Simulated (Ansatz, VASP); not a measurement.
# LiB2H4: VASP beside Ansatz

File INCAR:

```
  PREC = Accurate
  ENCUT = 520
  EDIFF = 1E-6
  ISMEAR = 0
  SIGMA = 0.1
  LREAL = False
  LASPH = True
  NELM = 60
  ALGO = Normal
  ISIF = 2
  LWAVE = False
  LCHARG = False
  GGA = PE
  NBANDS = 16
```

The input KPOINTS:

```
Automatic mesh
0
Gamma
  6 6 6
```

The input POSCAR:

```
LiB2H4
1.0
   -2.0857039800      2.0857039800      5.8992617100
    2.0857039800     -2.0857039800      5.8992617100
    2.0857039800      2.0857039800     -5.8992617100
Li B H
1 2 4
Direct
    0.0000000000      0.0000000000      0.0000000000
    0.2500000000      0.2500000000      0.0000000000
    0.7500000000      0.7500000000      0.0000000000
    0.6250000000      0.1250000000      0.5000000000
    0.8750000000      0.3750000000      0.5000000000
    0.1250000000      0.6250000000      0.5000000000
    0.3750000000      0.8750000000      0.5000000000
```

Input for Ansatz:

```yaml
crystal:
  lattice:
    - [-2.08570398, 2.08570398, 5.89926171]
    - [2.08570398, -2.08570398, 5.89926171]
    - [2.08570398, 2.08570398, -5.89926171]
  atoms:
    - { symbol: Li, position: [0.0, 0.0, 0.0] }
    - { symbol: B, position: [0.25, 0.25, 0.0] }
    - { symbol: B, position: [0.75, 0.75, 0.0] }
    - { symbol: H, position: [0.625, 0.125, 0.5] }
    - { symbol: H, position: [0.875, 0.375, 0.5] }
    - { symbol: H, position: [0.125, 0.625, 0.5] }
    - { symbol: H, position: [0.375, 0.875, 0.5] }
basis:
  ecutwfc: 420
kpoints:
  mp_grid: { grid: [6, 6, 6] }
hamiltonian:
  xc: pbe
scf:
  occupations: { method: gaussian, width: 0.1 }
  lower_state_search: "off"
output:
  forces: true
  stress: true
  eigenvalues: true
```

Change from the starting cell: ordered mixture with vacancies on the cation sites of caesium chloride (I4/mmm, No. 139).

Alike in both runs: task single point; functional PBE; k mesh 6 × 6 × 6; occupations gaussian, width 0.1 eV; no spin polarisation.

```csv
,VASP,Ansatz
version,VASP 6.6.1,Ansatz 0.2.0
potentials or method,"VASP PAW PBE potentials, release 64 (Li_sv, B, H), cutoff 520 eV","scalar-relativistic, plane waves, PAW"
valence electrons in the cell,13,13
```

|  | VASP | Ansatz | Ansatz less VASP |
| --- | --- | --- | --- |
| gap on the k mesh at the Fermi level (eV) | none | none | - |
| rms of the force components (eV/Å) | 0.232 | 0.232 | +0.0002 |

Atom by atom the forces differ by 0.000 eV/Å (rms over components). A gap of «none» marks a metal or a gap that the smearing closes.

Noted on VASP's run: the cutoff is short for stress, so the pressure is rough.
